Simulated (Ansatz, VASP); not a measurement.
## One calculation of La, two programs

```xyz
2
Lattice="2.9776 0.0000 0.0000 -1.4888 2.5787 0.0000 0.0000 0.0000 5.1078" Properties=species:S:1:pos:R:3 pbc="T T T"
La    0.0000    1.7191    1.2769
La    1.4888    0.8596    3.8308
```

Change from the starting cell: volume scaled by 0.6, PAW files.

Alike in both runs: task single point; functional LDA; k mesh 12 × 12 × 7; occupations fermi-dirac, width 0.08 eV; no spin polarisation.

```csv
,VASP,Ansatz
version,VASP 6.6.1,Ansatz 0.2.0
potentials or method,"VASP PAW LDA potentials, release 64 (La)","PAW with Ansatz's default frozen-core files, scalar-relativistic"
plane-wave cutoff (eV),520,420
valence electrons in the cell,22,22
```

Ansatz gave:

| Property | Result |
| --- | --- |
| pressure (GPa) | 35.3 |
| traceless stress, the component that is largest in VASP (GPa) | -0.01 |

Task: Which values does VASP return?

Result: Pressure (GPa): 35.0; traceless stress, the component that is largest in VASP (GPa): -0.08.

LDA's correlation is that of Perdew and Zunger in VASP and of Perdew and Wang (1992) in Ansatz. Both programs put the cell under a high pressure, so it lies far from rest at this level.

Spin-orbit coupling is off throughout.
